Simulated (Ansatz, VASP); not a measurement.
TiHg3Sb2 in VASP and in Ansatz

INCAR

```
PREC = Accurate
ENCUT = 520
EDIFF = 1E-6
ISMEAR = 0
SIGMA = 0.1
LREAL = False
LASPH = True
NELM = 100
ALGO = Fast
ISIF = 2
LWAVE = False
LCHARG = False
GGA = PE
NBANDS = 38
```

KPOINTS

```
regular mesh
0
Gamma
  4 4 2
```

Contents of POSCAR:

```
TiHg3Sb2
1.0
    4.0236835700      0.0000000000      0.0000000000
    0.0000000000      4.0236835700      0.0000000000
    0.0000000000      0.0000000000      8.5422250000
Ti Hg Sb
1 3 2
Direct
    0.0000000000      0.0000000000      0.6251500200
    0.5000000000      0.0000000000      0.9985610200
    0.0000000000      0.5000000000      0.9985610200
    0.5000000000      0.5000000000      0.3788870000
    0.5000000000      0.5000000000      0.7286009800
    0.0000000000      0.0000000000      0.2702390000
```

Input for Ansatz:

```yaml
crystal:
  lattice:
    - [4.02368357, 0.0, 0.0]
    - [0.0, 4.02368357, 0.0]
    - [0.0, 0.0, 8.542225]
  atoms:
    - { symbol: Ti, position: [0.0, 0.0, 0.62515002] }
    - { symbol: Hg, position: [0.5, 0.0, 0.99856102] }
    - { symbol: Hg, position: [0.0, 0.5, 0.99856102] }
    - { symbol: Hg, position: [0.5, 0.5, 0.378887] }
    - { symbol: Sb, position: [0.5, 0.5, 0.72860098] }
    - { symbol: Sb, position: [0.0, 0.0, 0.270239] }
basis:
  ecutwfc: 420
kpoints:
  mp_grid: { grid: [4, 4, 2] }
hamiltonian:
  xc: pbe
scf:
  occupations: { method: gaussian, width: 0.1 }
  lower_state_search: "off"
output:
  forces: true
  stress: true
  eigenvalues: true
```

Change from the starting cell: species swapped into the Zr2As3S type (P4mm, No. 99).

Alike in both runs: task single point; functional PBE; k mesh 4 × 4 × 2; occupations gaussian, width 0.1 eV; no spin polarisation.

|  | VASP | Ansatz |
| --- | --- | --- |
| version | VASP 6.6.1 | Ansatz 0.2.0 |
| potentials or method | VASP PAW PBE potentials, release 64 (Ti_sv, Hg, Sb), cutoff 520 eV | scalar-relativistic, plane waves, PAW |
| valence electrons in the cell | 58 | 102 |

Ansatz gave:

```
gap on the k mesh at the Fermi level (eV)                     : none
pressure (GPa)                                                : 6.0
traceless stress, the component that is largest in VASP (GPa) : -1.02
rms of the force components (eV/Å)                            : 0.553
```

Task: Estimate VASP's values.

Result: gap on the k mesh at the Fermi level (eV): none; pressure (GPa): 6.3; traceless stress, the component that is largest in VASP (GPa): -1.15; rms of the force components (eV/Å): 0.556.

Atom by atom the forces differ by 0.004 eV/Å (rms over components). A gap of «none» marks a metal or a gap that the smearing closes. The functional is the same, so the differences come from potentials, cutoffs and numerics. VASP's potentials hold 58 valence electrons a cell and Ansatz's 102, so a difference there can come from the potentials and not from the codes.

The k mesh is coarse, so the values compare programs but aren't converged. Spin-orbit coupling is off throughout.
